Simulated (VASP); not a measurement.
Set up this calculation in VASP 6.6.1, as the native input.

* Task: relaxation of cell and atoms
* Functional: PBEsol
* Potentials or basis: VASP PAW PBE potentials, release 64 (Cs_sv)
* Cutoff: 500 eV
* k mesh: 5 × 5 × 5
* Occupations: gaussian, width 0.05 eV
* Spin: no spin polarisation
* Dipole correction: no
* Further INCAR settings: ALGO = Normal; EDIFF = 1e-07; IBRION = 2; EDIFFG = -0.01; NSW = 80; ISIF = 3

The structure of Cs lies in POSCAR:

```
Cs
1.0
    0.0000000000      3.8200000000      3.8200000000
    3.8200000000      0.0000000000      3.8200000000
    3.8200000000      3.8200000000      0.0000000000
Cs
1
Direct
    0.0000000000      0.0000000000      0.0000000000
```

This isn't the form of Cs at room conditions, which is bcc.

The input as run:

INCAR

```
  PREC = Accurate
  ENCUT = 500
  EDIFF = 1E-7
  ISMEAR = 0
  SIGMA = 0.05
  LREAL = F
  LASPH = T
  NELM = 120
  ALGO = Normal
  ISIF = 3
  LWAVE = F
  LCHARG = F
  GGA = PS
  IBRION = 2
  NSW = 80
  EDIFFG = -0.01
  GGA_COMPAT = F
  NELMIN = 4
```

KPOINTS

```
regular mesh
0
Gamma
  5 5 5
```

Potentials or basis: VASP PAW PBE potentials, release 64 (Cs_sv).

Command:

```sh
$ cat potpaw_PBE.64/Cs_sv/POTCAR > POTCAR
$ mpirun -np 1 vasp_std > vasp.out
```

It gave:

```json
{
 "Relaxed volume": "108.07 Å³/atom",
 "Relaxed cell": "a = 5.347 Å, b = 5.347 Å, c = 5.347 Å, α = 60.00°, β = 60.00°, γ = 60.00°",
 "Space group after relaxing (to 0.1 Å)": "Fm-3m (No. 225)",
 "Energy gained by relaxing": "1.0 meV/atom",
 "Ionic steps": "3",
 "Pressure after relaxing": "0.0 GPa",
 "Band gap on the k mesh": "zero (an odd number of electrons rules out a gap without spin polarisation)"
}
```

Caveat: the PAW data sets were made with another functional, which shifts forces and pressure a little; spin-orbit coupling is left out, which moves the levels of the heavy elements.

Run time: 29 s on 1 thread of AMD EPYC 7R43 64-Core Processor (Zen 3), with other jobs on the host, peak memory 0.19 GiB.
